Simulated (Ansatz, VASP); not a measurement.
# One calculation of Co, two programs

```
Co
1.0
     2.47151    0.00000    0.00000
     0.00000    2.47151    0.00000
     0.00000    0.00000    3.49416
Co
2
Direct
  0.00000 0.00000 0.00000
  0.50000 0.50000 0.50000
```

Alike in both runs: task single point; functional PBEsol; k mesh 15 × 15 × 10; occupations fermi-dirac, width 0.05 eV; collinear spin.

|  | VASP | Ansatz |
| --- | --- | --- |
| version | VASP 6.6.1 | Ansatz 0.2.0 |
| potentials or method | VASP PAW PBE potentials, release 64 (Co), cutoff 520 eV | plane waves (420 eV) with PAW, scalar-relativistic |
| valence electrons in the cell | 18 | 34 |

|  | VASP | Ansatz | Ansatz less VASP |
| --- | --- | --- | --- |
| pressure (GPa) | -6.0 | -5.3 | +0.77 |
| traceless stress, the component that is largest in VASP (GPa) | -0.15 | -0.13 | +0.024 |
| net moment per atom (μB) | 1.63 | 1.64 | +0.007 |
| size of the moment on the site where the two differ most (μB) | 1.64 | 1.70 | +0.057 |

VASP's potentials were made for PBE, not for PBEsol, and Ansatz warns of the same on its side. Site moments also hang on the region over which each program counts them. With one functional, cell and mesh, what is left measures potentials, basis and numerics. VASP's potentials hold 18 valence electrons a cell and Ansatz's 34, so a difference there can come from the potentials and not from the codes.
